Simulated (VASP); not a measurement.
# Ag (Fm-3m) in VASP: notebook, part 2 of 2

VASP 6.6.1. Earlier steps stand in the parts before.

### Step 3. Electric field gradients, r2SCAN (16.94 Å³/atom)

This run uses another cell than the first one, of 16.94 Å³/atom.

POSCAR

```
Ag
1.0
    0.0000000000      2.0384047577      2.0384047577
    2.0384047577      0.0000000000      2.0384047577
    2.0384047577      2.0384047577      0.0000000000
Ag
1
Direct
    0.0000000000      0.0000000000      0.0000000000
```

INCAR.step1

```
SYSTEM = Ag
PREC = Accurate
ENCUT = 520
ISMEAR = -1
SIGMA = 0.05
LREAL = .False.
LASPH = .True.
NELM = 80
NBANDS = 12
GGA = PE
ALGO = Normal
EDIFF = 1E-4
LWAVE = .True.
LCHARG = .False.
```

INCAR.step2

```
SYSTEM = Ag
PREC = Accurate
ENCUT = 520
EDIFF = 1E-8
ISMEAR = -1
SIGMA = 0.05
LREAL = .False.
LASPH = .True.
NELM = 80
ALGO = Normal
ISIF = 2
LWAVE = .False.
LCHARG = .False.
METAGGA = R2SCAN
LMIXTAU = .True.
LEFG = .True.
NBANDS = 12
ISTART = 1
```

KPOINTS

```
Automatic mesh
0
Gamma
  14 14 14
  0 0 0
```

Potentials or basis: VASP PAW PBE potentials, release 64 (Ag).

Run with:

```
$ cat potpaw_PBE.64/Ag/POTCAR > POTCAR
$ cp INCAR.step1 INCAR
$ mpirun -np 1 vasp_std > vasp.out
$ cp INCAR.step2 INCAR
$ mpirun -np 1 vasp_std > vasp.out
```

OUTCAR:

```text
SYSTEM = Ag
   PREC = Accurate
   ENCUT = 520
   EDIFF = 1E-8
   ISMEAR = -1
   LREAL = .False.
   LASPH = .True.
   NELM = 80
   ISIF = 2
   METAGGA = R2SCAN
   ISTART = 1

 ion  position               nearest neighbor table
   1  0.000  0.000  0.000-

  LATTYP: Found a face centered cubic cell.
 ALAT       =     4.0768095154

  Lattice vectors:

 A1 = (   0.0000000000,   2.0384047577,   2.0384047577)
 A2 = (   2.0384047577,   0.0000000000,   2.0384047577)
 A3 = (   2.0384047577,   2.0384047577,   0.0000000000)

[... 564 lines left out ...]
    total drift:                               -0.000000      0.000000      0.000000

  FREE ENERGIE OF THE ION-ELECTRON SYSTEM (eV)
  ---------------------------------------------------
  free  energy   TOTEN  =       -21.3552933412 eV

  energy  without entropy=      -21.3529525150  energy(sigma->0) =      -21.35412293

 Electric field gradients (V/A^2)
---------------------------------------------------------------------
 ion       V_xx      V_yy      V_zz      V_xy      V_xz      V_yz
---------------------------------------------------------------------
   1      -0.000     0.000     0.000     0.001     0.001     0.001
---------------------------------------------------------------------

 Electric field gradients after diagonalization (V/A^2)
 (convention: |V_zz| > |V_xx| > |V_yy|)
----------------------------------------------------------------------
 ion       V_xx      V_yy      V_zz     asymmetry (V_yy - V_xx)/ V_zz
----------------------------------------------------------------------
   1      -0.001    -0.001     0.001       0.000
----------------------------------------------------------------------

           NMR quadrupolar parameters

 Cq : quadrupolar parameter    Cq=e*Q*V_zz/h
 eta: asymmetry parameters     (V_yy - V_xx)/ V_zz
 Q  : nuclear electric quadrupole moment in mb (millibarn)
----------------------------------------------------------------------
 ion       Cq(MHz)       eta       Q (mb)
----------------------------------------------------------------------
   1       0.000       0.000       1.000
----------------------------------------------------------------------
```

OUTCAR.step1:

```text
SYSTEM = Ag
   PREC = Accurate
   ENCUT = 520
   ISMEAR = -1
   LREAL = .False.
   LASPH = .True.
[... 577 lines left out ...]
 -----------------------------------------------------------------------------------
      0.00000      0.00000      0.00000         0.000000      0.000000      0.000000
 -----------------------------------------------------------------------------------
    total drift:                               -0.000000      0.000000      0.000000

  FREE ENERGIE OF THE ION-ELECTRON SYSTEM (eV)
  ---------------------------------------------------
  free  energy   TOTEN  =        -2.7042244408 eV

  energy  without entropy=       -2.7020334176  energy(sigma->0) =       -2.70312893
```

Run time: 66 s. Hardware: 1 thread of Intel Xeon Platinum 8488C (Sapphire Rapids), shared host; peak memory 0.16 GiB.

What came out:

```yaml
Free_energy: -21.3553 eV
Pressure: 2.4 GPa
Band_gap_on_the_k_mesh: zero (an odd number of electrons rules out a gap without spin polarisation)
Largest_electric_field_gradient_by_atom: zero within the noise of the run
```

Caveat: the PAW data sets were made with another functional, which shifts forces and pressure a little.

### Step 4. Electric field gradients, r2SCAN

This run uses another cell than the first one, of 17.29 Å³/atom.

POSCAR

```
Ag
1.0
    0.0000000000      2.0521781806      2.0521781806
    2.0521781806      0.0000000000      2.0521781806
    2.0521781806      2.0521781806      0.0000000000
Ag
1
Direct
    0.0000000000      0.0000000000      0.0000000000
```

INCAR.step1

```
PREC     = Accurate       # precision mode
ENCUT    = 520            # plane-wave cutoff, eV
ISMEAR   = -1             # smearing method
SIGMA    = 0.05           # smearing width, eV
LREAL    = F              # projectors in reciprocal space
LASPH    = T              # aspherical terms in the spheres
NELM     = 60             # most SCF steps
NBANDS   = 12             # bands
GGA      = PE             # functional
ALGO     = Normal         # electronic algorithm
EDIFF    = 1E-4           # SCF threshold, eV
LWAVE    = T              # write WAVECAR
LCHARG   = F              # write CHGCAR
```

INCAR.step2

```
PREC     = Accurate       # precision mode
ENCUT    = 520            # plane-wave cutoff, eV
EDIFF    = 1E-8           # SCF threshold, eV
ISMEAR   = -1             # smearing method
SIGMA    = 0.05           # smearing width, eV
LREAL    = F              # projectors in reciprocal space
LASPH    = T              # aspherical terms in the spheres
NELM     = 60             # most SCF steps
ALGO     = Normal         # electronic algorithm
ISIF     = 2              # what is computed and relaxed
LWAVE    = F              # write WAVECAR
LCHARG   = F              # write CHGCAR
METAGGA  = R2SCAN         # meta-GGA
LMIXTAU  = T            
LEFG     = T            
NBANDS   = 12             # bands
ISTART   = 1
```

KPOINTS

```
Automatic mesh
0
Gamma
  14 14 14
```

Potentials or basis: VASP PAW PBE potentials, release 64 (Ag).

Run with:

```
$ cat potpaw_PBE.64/Ag/POTCAR > POTCAR
$ cp INCAR.step1 INCAR
$ mpirun -np 1 vasp_std > vasp.out
$ cp INCAR.step2 INCAR
$ mpirun -np 1 vasp_std > vasp.out
```

OUTCAR:

```text
PREC = Accurate
   ENCUT = 520
   EDIFF = 1E-8
   ISMEAR = -1
   LREAL = F
   LASPH = T
   NELM = 60
   ISIF = 2
   METAGGA = R2SCAN
   ISTART = 1

 ion  position               nearest neighbor table
   1  0.000  0.000  0.000-

  LATTYP: Found a face centered cubic cell.
 ALAT       =     4.1043563612

  Lattice vectors:

[... 566 lines left out ...]
      0.00000      0.00000      0.00000         0.000000     -0.000000      0.000000
 -----------------------------------------------------------------------------------
    total drift:                                0.000000      0.000000     -0.000000

  FREE ENERGIE OF THE ION-ELECTRON SYSTEM (eV)
  ---------------------------------------------------
  free  energy   TOTEN  =       -21.3580907053 eV

  energy  without entropy=      -21.3556430845  energy(sigma->0) =      -21.35686689

 Electric field gradients (V/A^2)
---------------------------------------------------------------------
 ion       V_xx      V_yy      V_zz      V_xy      V_xz      V_yz
---------------------------------------------------------------------
   1      -0.000    -0.000     0.000     0.001     0.001     0.001
---------------------------------------------------------------------

 Electric field gradients after diagonalization (V/A^2)
 (convention: |V_zz| > |V_xx| > |V_yy|)
----------------------------------------------------------------------
 ion       V_xx      V_yy      V_zz     asymmetry (V_yy - V_xx)/ V_zz
----------------------------------------------------------------------
   1      -0.001    -0.001     0.001       0.000
----------------------------------------------------------------------

           NMR quadrupolar parameters

 Cq : quadrupolar parameter    Cq=e*Q*V_zz/h
 eta: asymmetry parameters     (V_yy - V_xx)/ V_zz
 Q  : nuclear electric quadrupole moment in mb (millibarn)
----------------------------------------------------------------------
 ion       Cq(MHz)       eta       Q (mb)
----------------------------------------------------------------------
   1       0.000       0.000       1.000
----------------------------------------------------------------------
```

OSZICAR.step1:

```text
N       E                     dE             d eps       ncg     rms          rms(c)
DAV:   1     0.519904591067E+02    0.51990E+02   -0.54626E+03  2520   0.826E+02
DAV:   2    -0.209054166716E+01   -0.54081E+02   -0.50822E+02  2872   0.193E+02
DAV:   3    -0.296279817826E+01   -0.87226E+00   -0.87178E+00  2944   0.257E+01
DAV:   4    -0.296537955659E+01   -0.25814E-02   -0.25813E-02  2888   0.148E+00
DAV:   5    -0.296539919661E+01   -0.19640E-04   -0.19640E-04  2864   0.117E-01    0.505E+00
DAV:   6    -0.272386247344E+01    0.24154E+00   -0.94972E-01  2692   0.872E+00    0.328E+00
DAV:   7    -0.271607260377E+01    0.77899E-02   -0.96810E-03  2880   0.930E-01    0.186E+00
DAV:   8    -0.271326948836E+01    0.28031E-02   -0.68971E-04  2776   0.199E-01    0.929E-02
DAV:   9    -0.271327535324E+01   -0.58649E-05   -0.67641E-06  1636   0.200E-02
   1 F= -.27132754E+01 E0= -.27120807E+01  d E =-.238930E-02
```

It took 60 s on 1 thread of Intel Xeon Platinum 8488C (Sapphire Rapids), shared host; peak memory 0.16 GiB.

What came out:

* Free energy: -21.3581 eV
* Pressure: 0.1 GPa
* Band gap on the k mesh: zero (an odd number of electrons rules out a gap without spin polarisation)
* Largest electric field gradient by atom: zero within the noise of the run

Caveat: the PAW data sets were made with another functional, which shifts forces and pressure a little.

### Step 5. The runs side by side

```csv
cell,gap on the mesh (eV),pressure (GPa)
"a = 2.863 Å, angles 60.0°, 1 atom",none,4.9
"a = 2.883 Å, angles 60.0°, 1 atom",none,2.4
"a = 2.902 Å, angles 60.0°, 1 atom",none,0.1
```

Alike in all rows: task electric field gradients; level r2SCAN; potentials or basis VASP PAW PBE potentials, release 64 (Ag); no spin polarisation; k mesh 14 × 14 × 14; cutoff (eV) 520; smearing fermi-dirac 0.05 eV.

Caveats: the PAW data sets were made with another functional, which shifts forces and pressure a little; the cell stands under pressure (at least some runs).

Total energies depend on the potentials used, so only differences within one code and one set of settings carry meaning.
